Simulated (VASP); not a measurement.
# GaSb (I-4m2) in VASP: notebook

GaSb is run at these levels: PBE; tasks: single point.

Program: VASP 6.6.1. These are calculated values, not measurements. Logs are shortened: lines on timing, memory, paths and dates and some standing lists are left out, and cuts for length are marked.

## 1. The cell of the first run

Symmetry: I-4m2, No. 119, tetragonal system. Conventional cell: a = 4.174 Å, b = 4.174 Å, c = 6.369 Å, α = 90.00°, β = 90.00°, γ = 90.00°. Within 3.5 Å of Ga (site symmetry -4m2) lie 4 Sb at 2.63 Å. Sb (site symmetry -4m2) has 4 Ga at 2.63 Å within 3.5 Å.

## 2. Single point, PBE (strain -0.050 along x and y, +0.025 along z)

File INCAR:

```
SYSTEM = GaSb
PREC = Accurate
ENCUT = 520
EDIFF = 1E-6
ISMEAR = 0
SIGMA = 0.15
LREAL = .FALSE.
LASPH = .TRUE.
NELM = 100
ALGO = Normal
ISIF = 2
LWAVE = .FALSE.
LCHARG = .TRUE.
GGA = PE
LELF = .TRUE.
LVHAR = .TRUE.
NBANDS = 16
```

File KPOINTS:

```
regular mesh
0
G
  16 16 16
  0 0 0
```

File POSCAR:

```
GaSb
1.0
    0.0000000000      2.9515746001      3.1845936475
    2.9515746001      0.0000000000      3.1845936475
    2.9515746001      2.9515746001      0.0000000000
Ga Sb
1 1
Direct
    0.0000000000      0.0000000000      0.0000000000
    0.7500000000      0.7500000000      0.7500000000
```

Potentials or basis: VASP PAW PBE potentials, release 64 (Ga_d, Sb).

Started as:

```bash
$ cat potpaw_PBE.64/Ga_d/POTCAR potpaw_PBE.64/Sb/POTCAR > POTCAR
$ mpirun -np 1 vasp_std > vasp.out
```

OUTCAR:

```text
SYSTEM = GaSb
   PREC = Accurate
   ENCUT = 520
   EDIFF = 1E-6
   ISMEAR = 0
   LREAL = .FALSE.
   LASPH = .TRUE.
   NELM = 100
   ISIF = 2
   GGA = PE

 ion  position               nearest neighbor table
   1  0.000  0.000  0.000-   2 2.63   2 2.63   2 2.63   2 2.63
   2  0.750  0.750  0.750-   1 2.63   1 2.63   1 2.63   1 2.63

  LATTYP: Found a body centered tetragonal cell.
 ALAT       =     4.1741568298
 C/A-ratio  =     1.5258620015

  Lattice vectors:

 A1 = (  -2.9515746001,   0.0000000000,   3.1845936475)
 A2 = (   2.9515746001,   0.0000000000,   3.1845936475)
 A3 = (   0.0000000000,   2.9515746001,  -3.1845936475)

Analysis of symmetry for initial positions (statically):
=====================================================================
 Subroutine PRICEL returns:
 Original cell was already a primitive cell.

 Routine SETGRP: Setting up the symmetry group for a
 body centered tetragonal supercell.

 Subroutine GETGRP returns: Found  8 space group operations
 (whereof  8 operations were pure point group operations)
 out of a pool of 16 trial point group operations.

The static configuration has the point symmetry D_2d.

Analysis of symmetry for dynamics (positions and initial velocities):
=====================================================================
 Subroutine PRICEL returns:
 Original cell was already a primitive cell.

 Routine SETGRP: Setting up the symmetry group for a
 body centered tetragonal supercell.

 Subroutine GETGRP returns: Found  8 space group operations
 (whereof  8 operations were pure point group operations)
 out of a pool of 16 trial point group operations.

The dynamic configuration has the point symmetry D_2d.

 Subroutine INISYM returns: Found  8 space group operations
 (whereof  8 operations are pure point group operations),
 and found     1 'primitive' translations

----------------------------------------------------------------------------------------

                                     Primitive cell

  volume of cell :      55.4870

  direct lattice vectors                    reciprocal lattice vectors
     0.000000000  2.951574600  3.184593647    -0.169401105  0.169401105  0.157005903
     2.951574600  0.000000000  3.184593647     0.169401105 -0.169401105  0.157005903
     2.951574600  2.951574600  0.000000000     0.169401105  0.169401105 -0.157005903
[... 76 lines left out ...]
   ISTART =      0    job   : 0-new  1-cont  2-samecut
   ICHARG =      2    charge: 1-file 2-atom 10-const
   ISPIN  =      1    spin polarized calculation?
   LNONCOLLINEAR =      F non collinear calculations
   LSORBIT =      F    spin-orbit coupling
   LASPH  =      T    aspherical Exc in radial PAW
   ENCUT  =  520.0 eV  38.22 Ry    6.18 a.u.   8.07  8.07  7.76*2*pi/ulx,y,z
   NELM   =    100;   NELMIN=  2; NELMDL= -5     # of ELM steps
   EDIFF  = 0.1E-05   stopping-criterion for ELM
   LREAL  =      F    real-space projection
   EDIFFG = 0.1E-04   stopping-criterion for IOM
   NSW    =      0    number of steps for IOM
   IBRION =     -1    ionic relax: 0-MD 1-quasi-New 2-CG
   NFREE  =      0    steps in history (QN), initial steepest desc. (CG)
   ISIF   =      2    stress and relaxation
   ISYM   =      2    0-nonsym 1-usesym 2-fastsym
   POTIM  = 0.5000    time-step for ionic-motion
   TEBEG  =    0.0;   TEEND  =   0.0 temperature during run
   PSTRESS=    0.0 pullay stress
   NELECT =      18.0000    total number of electrons
   NUPDOWN=      -1.0000    fix difference up-down
   EMIN   =  10.00;   EMAX   =-10.00  energy-range for DOS
   EFERMI =   0.00;   METHOD = LEGACY
   ISMEAR =     0;   SIGMA  =   0.15  broadening in eV -4-tet -1-fermi 0-gaus
   EFERMI_NEDOS =   21; number of points for ismear=-14 and -15
   IALGO  =     38    algorithm
   IMIX   =      4    mixing-type and parameters
     AMIX     =   0.40;   BMIX     =  1.00
     AMIX_MAG =   1.60;   BMIX_MAG =  1.00
  volume/ion in A,a.u.               =      27.74       187.22
  Fermi-wavevector in a.u.,A,eV,Ry     =   1.124869  2.125694 17.215853  1.265329
  Thomas-Fermi vector in A             =   2.261543
   LORBIT       =      0    0 simple, 1 ext, 2 COOP (PROOUT), +10 PAW based schemes
   GGA     = PE    functional components
   LHFCALC =     F    Hartree Fock is set to
   AEXX    =    0.0000 exact exchange contribution
   IVDW    =     0    specifies the selected vdW correction
   LEPSILON=     F    determine dielectric tensor
   LRPA    =     F    only Hartree local field effects (RPA)
 non-spin polarized calculation
 Gauss-broadening in eV      SIGMA  =   0.15
  energy-cutoff  :      520.00
  volume of cell :       55.49
 maximum number of plane-waves:      1512
   NGX = 17   NGY = 17   NGZ = 15

 number of electron      17.9999993 magnetization

 Free energy of the ion-electron system (eV)
  ---------------------------------------------------
  ext. energy  EPLUGINS =         0.00000000
  ---------------------------------------------------
  free energy    TOTEN  =        -7.28530945 eV

  energy without entropy =       -7.28504397  energy(sigma->0) =       -7.28517671

 E-fermi :   5.4429     XC(G=0):  -9.2337

 val. band max:        5.4072539236   @ k =   0.0000   0.0000   0.0000
 cond. band min:       5.5754394987   @ k =   0.5000   0.0000   0.0000
 fundamental gap:      0.1681855751
 Fermi energy:         5.4428636284

 k-point     1 :       0.0000    0.0000    0.0000
  band No.  band energies     occupation
      1      -9.9094      2.00000
      2      -9.8995      2.00000
      3      -9.8995      2.00000
      4      -9.8525      2.00000
      5      -9.8462      2.00000
      6      -6.4931      2.00000
[... 433 lines left out ...]
      3      -9.8984      2.00000
      4      -9.8531      2.00000
      5      -9.8460      2.00000
      6      -6.3771      2.00000
[... 8 lines left out ...]
     15      13.1358      0.00000
     16      13.4001      0.00000

 [... further k-points ...]
[... 5 lines left out ...]
  --------------------------------------------------------------------------------------
  -------------------------------------------------------------------------------------
  Total        1.8968864      1.8968864      0.5935278      0.0000000     -0.0000000     -0.0000000
  in kB       54.7722207     54.7722207     17.1379992      0.0000000     -0.0000000     -0.0000000
  external PRESSURE =      42.2274802 kB  Pullay stress =       0.0000000 kB

 VOLUME and BASIS-vectors are now :
 -----------------------------------------------------------------------------
  energy-cutoff  :      520.00
  volume of cell :       55.49
      direct lattice vectors                 reciprocal lattice vectors
     0.000000000  2.951574600  3.184593647    -0.169401105  0.169401105  0.157005903
     2.951574600  0.000000000  3.184593647     0.169401105 -0.169401105  0.157005903
     2.951574600  2.951574600  0.000000000     0.169401105  0.169401105 -0.157005903

 POSITION                                       TOTAL-FORCE (eV/Angst)
 -----------------------------------------------------------------------------------
      0.00000      0.00000      0.00000         0.000000      0.000000      0.000000
      4.42736      4.42736      4.77689        -0.000000     -0.000000     -0.000000
 -----------------------------------------------------------------------------------
    total drift:                               -0.000001     -0.000001     -0.000003

  FREE ENERGIE OF THE ION-ELECTRON SYSTEM (eV)
  ---------------------------------------------------
  free  energy   TOTEN  =        -7.2853094540 eV

  energy  without entropy=       -7.2850439694  energy(sigma->0) =       -7.28517671
```

stdout:

```text
POSCAR found type information on POSCAR GaSb
 POSCAR found :  2 types and       2 ions
 scaLAPACK will be used
 LDA part: xc-table for (Slater+PW92), standard interpolation
 POSCAR, INCAR and KPOINTS ok, starting setup
 FFT: planning ... GRIDC
 FFT: planning ... GRID_SOFT
 FFT: planning ... GRID
 WAVECAR not read
 entering main loop
```

Run time: 70 s. Hardware: 1 thread of Intel Xeon 6975P-C (Granite Rapids), shared host; peak memory 0.44 GiB.

Results:

```
Free energy : -7.2853 eV
Pressure    : 4.2 GPa
```

Stress tensor (GPa, compression positive):
```
5.48 0.00 0.00
0.00 5.48 0.00
0.00 0.00 1.71
```

Caveat: the cell differs from its parent crystal (strain -0.050 along x and y, +0.025 along z); spin-orbit coupling is left out, which moves the levels of the heavy elements.

## 3. Single point, PBE (strain -0.050 along x and y, +0.050 along z)

File INCAR:

```
SYSTEM = GaSb
  ALGO = Normal
  EDIFF = 1E-7
  ENCUT = 520
  GGA = PE
  ISIF = 2
  ISMEAR = 0
  LASPH = .TRUE.
  LCHARG = .FALSE.
  LREAL = .FALSE.
  LWAVE = .FALSE.
  NBANDS = 16
  NELM = 60
  PREC = Accurate
  SIGMA = 0.15
```

File KPOINTS:

```
k-points
0
G
  16 16 16
  0 0 0
```

File POSCAR:

```
GaSb
1.0
    0.0000000000      2.9515746001      3.2622666633
    2.9515746001      0.0000000000      3.2622666633
    2.9515746001      2.9515746001      0.0000000000
Ga Sb
1 1
Direct
    0.0000000000      0.0000000000      0.0000000000
    0.7500000000      0.7500000000      0.7500000000
```

Potentials or basis: VASP PAW PBE potentials, release 64 (Ga_d, Sb).

Started as:

```bash
$ cat potpaw_PBE.64/Ga_d/POTCAR potpaw_PBE.64/Sb/POTCAR > POTCAR
$ mpirun -np 1 vasp_std > vasp.out
```

OUTCAR:

```text
SYSTEM = GaSb
   EDIFF = 1E-7
   ENCUT = 520
   GGA = PE
   ISIF = 2
   ISMEAR = 0
   LASPH = .TRUE.
   LREAL = .FALSE.
   NELM = 60
   PREC = Accurate

 ion  position               nearest neighbor table
   1  0.000  0.000  0.000-   2 2.65   2 2.65   2 2.65   2 2.65
   2  0.750  0.750  0.750-   1 2.65   1 2.65   1 2.65   1 2.65

  LATTYP: Found a body centered tetragonal cell.
 ALAT       =     4.1741568298
 C/A-ratio  =     1.5630781479

  Lattice vectors:

 A1 = (  -2.9515746001,   0.0000000000,   3.2622666633)
[... 627 lines left out ...]
      4     -10.0602      2.00000
      5     -10.0504      2.00000
      6      -6.4514      2.00000
[... 8 lines left out ...]
     15      12.6923      0.00000
     16      13.2864      0.00000

 [... further k-points ...]
[... 5 lines left out ...]
  --------------------------------------------------------------------------------------
  -------------------------------------------------------------------------------------
  Total        1.5753345      1.5753345     -0.2132189      0.0000000      0.0000000      0.0000000
  in kB       44.4044394     44.4044394     -6.0100678      0.0000000      0.0000000      0.0000000
  external PRESSURE =      27.5996036 kB  Pullay stress =       0.0000000 kB

 VOLUME and BASIS-vectors are now :
 -----------------------------------------------------------------------------
  energy-cutoff  :      520.00
  volume of cell :       56.84
      direct lattice vectors                 reciprocal lattice vectors
     0.000000000  2.951574600  3.262266663    -0.169401105  0.169401105  0.153267667
     2.951574600  0.000000000  3.262266663     0.169401105 -0.169401105  0.153267667
     2.951574600  2.951574600  0.000000000     0.169401105  0.169401105 -0.153267667

 POSITION                                       TOTAL-FORCE (eV/Angst)
 -----------------------------------------------------------------------------------
      0.00000      0.00000      0.00000         0.000000     -0.000000     -0.000000
      4.42736      4.42736      4.89340         0.000000      0.000000      0.000000
 -----------------------------------------------------------------------------------
    total drift:                                0.000002      0.000002     -0.000004

  FREE ENERGIE OF THE ION-ELECTRON SYSTEM (eV)
  ---------------------------------------------------
  free  energy   TOTEN  =        -7.2898884175 eV

  energy  without entropy=       -7.2892863252  energy(sigma->0) =       -7.28958737
```

OSZICAR:

```text
N       E                     dE             d eps       ncg     rms          rms(c)
DAV:   1     0.829749645871E+02    0.82975E+02   -0.85845E+03 11320   0.138E+03
DAV:   2    -0.847604070493E+00   -0.83823E+02   -0.80824E+02 13088   0.300E+02
DAV:   3    -0.723137902071E+01   -0.63838E+01   -0.63694E+01 13648   0.653E+01
DAV:   4    -0.734373443791E+01   -0.11236E+00   -0.11234E+00 14112   0.978E+00
DAV:   5    -0.734635536749E+01   -0.26209E-02   -0.26209E-02 14384   0.130E+00    0.318E+00
DAV:   6    -0.730197506918E+01    0.44380E-01   -0.63665E-02 16240   0.392E+00    0.190E+00
DAV:   7    -0.728854334334E+01    0.13432E-01   -0.38000E-02 13288   0.158E+00    0.353E-01
DAV:   8    -0.728940688859E+01   -0.86355E-03   -0.43526E-03 14848   0.744E-01    0.861E-02
DAV:   9    -0.728984397547E+01   -0.43709E-03   -0.64680E-04 13552   0.199E-01    0.334E-02
DAV:  10    -0.728986618048E+01   -0.22205E-04   -0.31711E-05 14712   0.368E-02    0.942E-03
DAV:  11    -0.728988793026E+01   -0.21750E-04   -0.29673E-05 13192   0.345E-02    0.633E-03
DAV:  12    -0.728988845745E+01   -0.52719E-06   -0.11196E-06 14904   0.830E-03    0.111E-03
DAV:  13    -0.728988841749E+01    0.39962E-07   -0.66332E-08 10896   0.212E-03
   1 F= -.72898884E+01 E0= -.72895874E+01  d E =-.602092E-03
```

Wall time 1.7 min (1 thread of Intel Xeon 6975P-C (Granite Rapids), shared host); peak memory 0.46 GiB.

Results:

- Free energy: -7.2899 eV
- Pressure: 2.8 GPa
- Band gap on the k mesh: zero (filled and empty bands touch)

Stress tensor (GPa, compression positive):
```
 4.44  0.00  0.00
 0.00  4.44  0.00
 0.00  0.00 -0.60
```

Caveat: the cell differs from its parent crystal (strain -0.050 along x and y, +0.050 along z); spin-orbit coupling is left out, which moves the levels of the heavy elements.

## 4. Single point, PBE (strain +0.000 along x and y, -0.050 along z)

Edit INCAR of step 3 so:

```diff
@@ -2,3 +2,3 @@
   ALGO = Normal
-  EDIFF = 1E-7
+  EDIFF = 1E-6
   ENCUT = 520
@@ -12,3 +12,3 @@
   NBANDS = 16
-  NELM = 60
+  NELM = 100
   PREC = Accurate
```

KPOINTS is that of step 3.

File POSCAR:

```
GaSb
1.0
    0.0000000000      3.1069206317      2.9515746001
    3.1069206317      0.0000000000      2.9515746001
    3.1069206317      3.1069206317      0.0000000000
Ga Sb
1 1
Direct
    0.0000000000      0.0000000000      0.0000000000
    0.7500000000      0.7500000000      0.7500000000
```

Started as:

```bash
$ cat potpaw_PBE.64/Ga_d/POTCAR potpaw_PBE.64/Sb/POTCAR > POTCAR
$ mpirun -np 1 vasp_std > vasp.out
```

Run time: 90 s. Hardware: 1 thread of Intel Xeon 6975P-C (Granite Rapids), shared host; peak memory 0.45 GiB.

The run converged. Its results:

```
Free energy : -7.3369 eV
Pressure    : 2.6 GPa
```

Stress tensor (GPa, compression positive):
```
1.98 0.00 0.00
0.00 1.98 0.00
0.00 0.00 3.94
```

Levels at points of the mesh, in eV from the Fermi level:
| k point | band 6 | band 7 | band 8 | band 9 | band 10 | band 11 | band 12 | band 13 |
| --- | --- | --- | --- | --- | --- | --- | --- | --- |
| (0.00, 0.00, 0.00) | -11.70 | -0.29 | -0.29 | -0.14 | -0.01 | 2.50 | 2.65 | 2.65 |
| (0.50, 0.00, 0.00) | -10.06 | -6.58 | -1.54 | -1.16 | 0.19 | 3.42 | 3.74 | 6.30 |
| (0.50, 0.50, 0.00) | -9.10 | -6.86 | -2.98 | -2.98 | 0.46 | 0.85 | 8.54 | 8.54 |
| (0.50, 0.00, 0.50) | -9.28 | -7.10 | -2.69 | -2.65 | 0.84 | 1.16 | 8.36 | 8.39 |

Caveat: the cell differs from its parent crystal (strain +0.000 along x and y, -0.050 along z); spin-orbit coupling is left out, which moves the levels of the heavy elements.

## 5. Overview

| cell | pressure (GPa) |
| --- | --- |
| a = 4.342, b = 4.342, c = 4.174 Å, angles 61.3, 61.3, 57.5°, 2 atoms | 4.2 |
| a = 4.399, b = 4.399, c = 4.174 Å, angles 61.7, 61.7, 56.6°, 2 atoms | 2.8 |
| a = 4.285, b = 4.285, c = 4.394 Å, angles 59.2, 59.2, 61.7°, 2 atoms | 2.6 |

Alike in all rows: task single point; level PBE; potentials or basis VASP PAW PBE potentials, release 64 (Ga_d, Sb); no spin polarisation; k mesh 16 × 16 × 16; cutoff (eV) 520; smearing gaussian 0.15 eV.

Caveats: spin-orbit coupling is left out, which moves the levels of the heavy elements.

Absolute energies hang on the potentials; compare differences alone.
